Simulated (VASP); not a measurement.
Write the native input for VASP 6.6.1 that does the following.

- Task: single point
- Functional: RPBE
- Dispersion: D3(BJ)
- Potentials or basis: VASP PAW PBE potentials, release 64 (Hf_pv, O)
- Cutoff: 520 eV
- k mesh: 5 × 5 × 5
- Occupations: fermi-dirac, width 0.05 eV
- Spin: no spin polarisation
- Dipole correction: no
- Further INCAR settings: ALGO = Normal; EDIFF = 1e-07; NBANDS = 56

The structure of HfO2 lies in POSCAR:

```
HfO2
1.0
    4.9218784096      0.0000000000      0.1743557660
    0.0000000000      5.2012754090      0.0000000000
   -0.6481374319      0.0000000000      4.8791918932
Hf O
4 8
Direct
    0.2739377389      0.4642245771      0.7195292668
    0.7260622611      0.9642245771      0.7804707332
    0.7260622611      0.5357754229      0.2804707332
    0.2739377389      0.0357754229      0.2195292668
    0.1048781947      0.1079891341      0.7878318148
    0.8951218053      0.6079891341      0.7121681852
    0.8951218053      0.8920108659      0.2121681852
    0.1048781947      0.3920108659      0.2878318148
    0.4428357636      0.7385866535      0.9934061330
    0.5571642364      0.2385866535      0.5065938670
    0.5571642364      0.2614133465      0.0065938670
    0.4428357636      0.7614133465      0.4934061330
```

These files were run (other wordings do the same):

INCAR

```
PREC     = Accurate       # precision mode
ENCUT    = 520            # plane-wave cutoff, eV
EDIFF    = 1E-7           # SCF threshold, eV
ISMEAR   = -1             # smearing method
SIGMA    = 0.05           # smearing width, eV
LREAL    = False          # projectors in reciprocal space
LASPH    = True           # aspherical terms in the spheres
NELM     = 60             # most SCF steps
ALGO     = Normal         # electronic algorithm
ISIF     = 2              # what is computed and relaxed
LWAVE    = False          # write WAVECAR
LCHARG   = False          # write CHGCAR
GGA      = RP             # functional
IVDW     = 12             # dispersion correction
NBANDS   = 56             # bands
```

KPOINTS

```
Automatic mesh
0
Gamma
  5 5 5
```

Potentials or basis: VASP PAW PBE potentials, release 64 (Hf_pv, O).

The run is started by

```bash
$ cat potpaw_PBE.64/Hf_pv/POTCAR potpaw_PBE.64/O/POTCAR > POTCAR
$ mpirun -np 1 vasp_std > vasp.out
```

Results of the run:

The pressure is -3.8 GPa. The largest force is 0.102 eV/Å and the band gap on the k mesh is 4.76 eV (least direct gap 4.79 eV). The dispersion energy per atom is -1.352 eV.

Caveat: the cell stands under tension; the dispersion term is far too large for a dense solid, which distorts pressure and volume; the PAW data sets were made with another functional, which shifts forces and pressure a little; spin-orbit coupling is left out, which moves the levels of the heavy elements.

It took 3.9 min on 1 thread of Intel(R) Xeon(R) Platinum 8559C (Emerald Rapids) (shared host), peak memory 0.36 GiB.
